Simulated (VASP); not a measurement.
Set up this calculation in VASP 6.6.1, as the native input.

```
Task                   : relaxation of cell and atoms
Functional             : PBE
Potentials or basis    : VASP PAW PBE potentials, release 64 (Bi_d)
Cutoff                 : 600 eV
k mesh                 : 12 × 12 × 4
Occupations            : gaussian, width 0.1 eV
Spin                   : no spin polarisation
Dipole correction      : no
Further INCAR settings : ALGO = Fast; EDIFF = 1e-06; IBRION = 2; EDIFFG = -0.01; NSW = 80; ISIF = 3
```

The structure of Bi lies in POSCAR:

```
Bi
1.0
    3.5108910958      0.0000000000      0.0000000000
   -1.7554455479      3.0405208789      0.0000000000
    0.0000000000      0.0000000000     11.7529016065
Bi
4
Direct
    0.0000000000      0.0000000000      0.0000000000
    0.3333333333      0.6666666667      0.2500000000
    0.0000000000      0.0000000000      0.5000000000
    0.6666666667      0.3333333333      0.7500000000
```

This isn't the form of Bi at room conditions, which is rhombohedral.

One way to write it, as run:

INCAR

```
PREC = Accurate
ENCUT = 600
EDIFF = 1E-6
ISMEAR = 0
SIGMA = 0.1
LREAL = False
LASPH = True
NELM = 100
ALGO = Fast
ISIF = 3
LWAVE = False
LCHARG = False
GGA = PE
IBRION = 2
NSW = 80
EDIFFG = -0.01
```

KPOINTS

```
Automatic mesh
0
Gamma
  12 12 4
```

Potentials or basis: VASP PAW PBE potentials, release 64 (Bi_d).

Command:

```console
$ cat potpaw_PBE.64/Bi_d/POTCAR > POTCAR
$ mpirun -np 1 vasp_std > vasp.out
```

It gave:

- Relaxed volume: 31.62 Å³/atom
- Relaxed cell: a = 3.521 Å, b = 3.521 Å, c = 11.785 Å, α = 90.00°, β = 90.00°, γ = 120.00°
- Space group after relaxing (to 0.1 Å): P6_3/mmc (No. 194)
- Energy gained by relaxing: 0.4 meV/atom
- Ionic steps: 3
- Pressure after relaxing: 0.0 GPa
- Band gap on the k mesh: zero (bands 30 and 31 overlap by 6.37 eV)

Caveat: spin-orbit coupling is left out, which moves the levels of the heavy elements.

Wall time 20 min on 1 thread of Intel Xeon 8259CL, with other jobs on the host, peak memory 0.42 GiB.
